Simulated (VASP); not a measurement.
Set up this calculation in VASP 6.6.1, as the native input.

* Task: single point
* Functional: PBEsol
* Potentials or basis: VASP PAW PBE potentials, release 64 (Ta_pv)
* Cutoff: 520 eV
* k mesh: 13 × 13 × 13
* Occupations: fermi-dirac, width 0.05 eV
* Spin: no spin polarisation
* Dipole correction: no
* Further INCAR settings: ALGO = Normal; EDIFF = 1e-06; NBANDS = 12

The structure of Ta lies in POSCAR:

```
Ta
1.0
   -1.6512800000      1.6512800000      1.6512800000
    1.6512800000     -1.6512800000      1.6512800000
    1.6512800000      1.6512800000     -1.6512800000
Ta
1
Direct
    0.0000000000      0.0000000000      0.0000000000
```

These files were run (other wordings do the same):

INCAR

```
SYSTEM = Ta
PREC = Accurate
ENCUT = 520
EDIFF = 1E-6
ISMEAR = -1
SIGMA = 0.05
LREAL = .FALSE.
LASPH = .TRUE.
NELM = 60
ALGO = Normal
ISIF = 2
LWAVE = .FALSE.
LCHARG = .FALSE.
GGA = PS
NBANDS = 12
```

KPOINTS

```
regular mesh
0
G
  13 13 13
  0 0 0
```

Potentials or basis: VASP PAW PBE potentials, release 64 (Ta_pv).

The run is started by

```console
$ cat potpaw_PBE.64/Ta_pv/POTCAR > POTCAR
$ mpirun -np 1 vasp_std > vasp.out
```

Results of the run:

```json
{"Pressure": "-3.1 GPa"}
```

Caveat: the PAW data sets were made with another functional, which shifts forces and pressure a little.

Run time: 12 s on 1 thread of Intel Xeon 8259CL, with other jobs on the host, peak memory 0.15 GiB.
